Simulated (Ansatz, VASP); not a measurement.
# Two plane-wave programs on ZnCuC6N6

```
CELL_PARAMETERS angstrom
0.00000 5.09450 5.09450
5.09450 0.00000 5.09450
5.09450 5.09450 0.00000
ATOMIC_POSITIONS crystal
Zn 0.00000 0.00000 0.00000
Cu 0.50000 0.50000 0.50000
C 0.81186 0.18814 0.18814
C 0.18814 0.81186 0.18814
C 0.18814 0.18814 0.81186
C 0.18814 0.81186 0.81186
C 0.81186 0.18814 0.81186
C 0.81186 0.81186 0.18814
N 0.69703 0.30297 0.30297
N 0.30297 0.69703 0.30297
N 0.30297 0.30297 0.69703
N 0.30297 0.69703 0.69703
N 0.69703 0.30297 0.69703
N 0.69703 0.69703 0.30297
```

Alike in both runs: task single point; functional PBE; k mesh 4 × 4 × 4; occupations gaussian, width 0.1 eV; collinear spin.

```csv
,VASP,Ansatz
version,VASP 6.6.1,Ansatz 0.2.0
potentials or method,"VASP PAW PBE potentials, release 64 (Zn, Cu, C, N), cutoff 520 eV","scalar-relativistic, plane waves, PAW"
valence electrons in the cell,77,85
```

VASP gave:

* gap on the k mesh at the Fermi level (eV): none
* pressure (GPa): 6.5
* rms of the force components (eV/Å): 0.974
* net moment per atom (μB): 0.03
* size of the moment on the site where the two differ most (μB): 0.49

Q: What did Ansatz give for the same quantities?

A: gap on the k mesh at the Fermi level (eV): none; pressure (GPa): 5.8; rms of the force components (eV/Å): 1.132; net moment per atom (μB): 0.03; size of the moment on the site where the two differ most (μB): 0.54.

Site moments also hang on the region over which each program counts them. Atom by atom the forces differ by 0.191 eV/Å (rms over components). A gap of «none» marks a metal or a gap that the smearing closes. The functional is the same, so the differences come from potentials, cutoffs and numerics. VASP's potentials hold 77 valence electrons a cell and Ansatz's 85, so a difference there can come from the potentials and not from the codes.

Noted on VASP's run: the standard files for N, O and F lose accuracy on very short bonds.
